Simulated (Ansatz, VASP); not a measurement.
One calculation of TiTl2I6O18, two programs

INCAR

```
SYSTEM = TiTl2I6O18
PREC     = Accurate       ! precision mode
ENCUT    = 520            ! plane-wave cutoff, eV
EDIFF    = 1E-8           ! SCF threshold, eV
ISMEAR   = -1             ! smearing method
SIGMA    = 0.02           ! smearing width, eV
LREAL    = Auto         
LASPH    = .TRUE.         ! aspherical terms in the spheres
NELM     = 80             ! most SCF steps
ALGO     = Normal         ! electronic algorithm
ISIF     = 2              ! what is computed and relaxed
LWAVE    = .FALSE.        ! write WAVECAR
LCHARG   = .FALSE.        ! write CHGCAR
GGA      = PE             ! functional
LEFG     = .TRUE.       
NBANDS   = 113            ! bands
```

KPOINTS

```
regular mesh
0
G
  3 3 3
  0 0 0
```

POSCAR

```
TiTl2I6O18
1.0
    5.8203068549      3.3603557294      3.8729313318
   -5.8203068549      3.3603557294      3.8729313318
    0.0000000000     -6.7207114589      3.8729313317
Ti Tl I O
1 2 6 18
Direct
    0.5000000000      0.5000000000      0.5000000000
    0.8310449067      0.8310449067      0.8310449067
    0.1689550933      0.1689550933      0.1689550933
    0.7049203096      0.1239830861      0.3398162741
    0.3398162741      0.7049203096      0.1239830861
    0.1239830861      0.3398162741      0.7049203096
    0.2950796904      0.8760169139      0.6601837259
    0.6601837259      0.2950796904      0.8760169139
    0.8760169139      0.6601837259      0.2950796904
    0.5482517356      0.2982120806      0.3357741849
    0.3357741849      0.5482517356      0.2982120806
    0.2982120806      0.3357741849      0.5482517356
    0.4517482644      0.7017879194      0.6642258151
    0.6642258151      0.4517482644      0.7017879194
    0.7017879194      0.6642258151      0.4517482644
    0.9077192196      0.2916213863      0.3928879518
    0.3928879518      0.9077192196      0.2916213863
    0.2916213863      0.3928879518      0.9077192196
    0.0922807804      0.7083786137      0.6071120482
    0.6071120482      0.0922807804      0.7083786137
    0.7083786137      0.6071120482      0.0922807804
    0.6859769116      0.0798355174      0.0962098378
    0.0962098378      0.6859769116      0.0798355174
    0.0798355174      0.0962098378      0.6859769116
    0.3140230884      0.9201644826      0.9037901622
    0.9037901622      0.3140230884      0.9201644826
    0.9201644826      0.9037901622      0.3140230884
```

Input for Ansatz:

```yaml
crystal:
  lattice:
    - [5.8203068549, 3.3603557294, 3.8729313318]
    - [-5.8203068549, 3.3603557294, 3.8729313318]
    - [0.0, -6.7207114589, 3.8729313317]
  atoms:
    - { symbol: Ti, position: [0.5, 0.5, 0.5] }
    - { symbol: Tl, position: [0.8310449067, 0.8310449067, 0.8310449067] }
    - { symbol: Tl, position: [0.1689550933, 0.1689550933, 0.1689550933] }
    - { symbol: I, position: [0.7049203096, 0.1239830861, 0.3398162741] }
    - { symbol: I, position: [0.3398162741, 0.7049203096, 0.1239830861] }
    - { symbol: I, position: [0.1239830861, 0.3398162741, 0.7049203096] }
    - { symbol: I, position: [0.2950796904, 0.8760169139, 0.6601837259] }
    - { symbol: I, position: [0.6601837259, 0.2950796904, 0.8760169139] }
    - { symbol: I, position: [0.8760169139, 0.6601837259, 0.2950796904] }
    - { symbol: O, position: [0.5482517356, 0.2982120806, 0.3357741849] }
    - { symbol: O, position: [0.3357741849, 0.5482517356, 0.2982120806] }
    - { symbol: O, position: [0.2982120806, 0.3357741849, 0.5482517356] }
    - { symbol: O, position: [0.4517482644, 0.7017879194, 0.6642258151] }
    - { symbol: O, position: [0.6642258151, 0.4517482644, 0.7017879194] }
    - { symbol: O, position: [0.7017879194, 0.6642258151, 0.4517482644] }
    - { symbol: O, position: [0.9077192196, 0.2916213863, 0.3928879518] }
    - { symbol: O, position: [0.3928879518, 0.9077192196, 0.2916213863] }
    - { symbol: O, position: [0.2916213863, 0.3928879518, 0.9077192196] }
    - { symbol: O, position: [0.0922807804, 0.7083786137, 0.6071120482] }
    - { symbol: O, position: [0.6071120482, 0.0922807804, 0.7083786137] }
    - { symbol: O, position: [0.7083786137, 0.6071120482, 0.0922807804] }
    - { symbol: O, position: [0.6859769116, 0.0798355174, 0.0962098378] }
    - { symbol: O, position: [0.0962098378, 0.6859769116, 0.0798355174] }
    - { symbol: O, position: [0.0798355174, 0.0962098378, 0.6859769116] }
    - { symbol: O, position: [0.3140230884, 0.9201644826, 0.9037901622] }
    - { symbol: O, position: [0.9037901622, 0.3140230884, 0.9201644826] }
    - { symbol: O, position: [0.9201644826, 0.9037901622, 0.3140230884] }
kpoints:
  mp_grid: { grid: [3, 3, 3] }
scf:
  occupations: { method: fermi_dirac, width: 0.02 }
hamiltonian:
  xc: pbe
  pseudopotentials: { kind: paw }
output:
  forces: true
  stress: true
  populations: true
  efg:
    quadrupole_moments_barn: { Ti: 0.247, I: -0.68822, O: -0.02558 }
    contact_densities: true
```

Change from the starting cell: volume scaled by 1.06.

Alike in both runs: task electric field gradients; functional PBE; k mesh 3 × 3 × 3; occupations fermi-dirac, width 0.02 eV; no spin polarisation.

|  | VASP | Ansatz |
| --- | --- | --- |
| version | VASP 6.6.1 | Ansatz 0.2.0 |
| potentials or method | VASP PAW PBE potentials, release 64 (Ti_sv, Tl_d, I, O) | plane-wave PAW, scalar-relativistic |
| plane-wave cutoff (eV) | 520 | 420 |
| valence electrons in the cell | 188 | 248 |

|  | VASP | Ansatz | Ansatz less VASP |
| --- | --- | --- | --- |
| gap on the k mesh at the Fermi level (eV) | 2.47 | 2.49 | +0.018 |
| pressure (GPa) | -4.2 | -3.9 | +0.32 |
| traceless stress, the component that is largest in VASP (GPa) | -1.15 | -1.15 | +0.001 |
| rms of the force components (eV/Å) | 0.542 | 0.526 | -0.0161 |
| size of Vzz on the site where it differs most (V/Å²) | 18.9 | 29.1 | +10.27 |

Atom by atom the forces differ by 0.030 eV/Å (rms over components). VASP's potentials hold 188 valence electrons a cell and Ansatz's 248, so a difference there can come from the potentials and not from the codes.

Spin-orbit coupling is off throughout.
